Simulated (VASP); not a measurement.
A run of VASP 6.6.1 is set up as follows.

File INCAR:

```
SYSTEM = Cr
PREC = Accurate ; ENCUT = 520
EDIFF = 1E-7 ; ISMEAR = 0
SIGMA = 0.1 ; LREAL = .False.
LASPH = .True. ; NELM = 100
ALGO = Fast ; ISIF = 2
LWAVE = .False. ; LCHARG = .True.
GGA = PE ; LELF = .True.
LVHAR = .True. ; NBANDS = 58
```

Contents of KPOINTS:

```
regular mesh
0
Gamma
  8 8 8
  0 0 0
```

The input POSCAR:

```
Cr
1.0
    4.5409044434      0.0000000000      0.0000000000
    0.0000000000      4.5409044434      0.0000000000
    0.0000000000      0.0000000000      4.5409044434
Cr
8
Direct
    0.5000000000      0.5000000000      0.5000000000
    0.0000000000      0.0000000000      0.0000000000
    0.2500000000      0.0000000000      0.5000000000
    0.5000000000      0.2500000000      0.0000000000
    0.5000000000      0.7500000000      0.0000000000
    0.7500000000      0.0000000000      0.5000000000
    0.0000000000      0.5000000000      0.7500000000
    0.0000000000      0.5000000000      0.2500000000
```

Potentials or basis: VASP PAW PBE potentials, release 64 (Cr_pv).

The run is started by

```sh
$ cat potpaw_PBE.64/Cr_pv/POTCAR > POTCAR
$ mpirun -np 1 vasp_std > vasp.out
```

Q: Predict the band gap on the k mesh.

A: Zero (bands 48 and 49 overlap by 0.50 eV).

Q: Predict the pressure.

A: -0.4 GPa.

Caveat: the run has no spin polarisation, though such a crystal can be magnetic. Spin polarisation is off, so any magnetic state and its effect on volume and gap are missing.
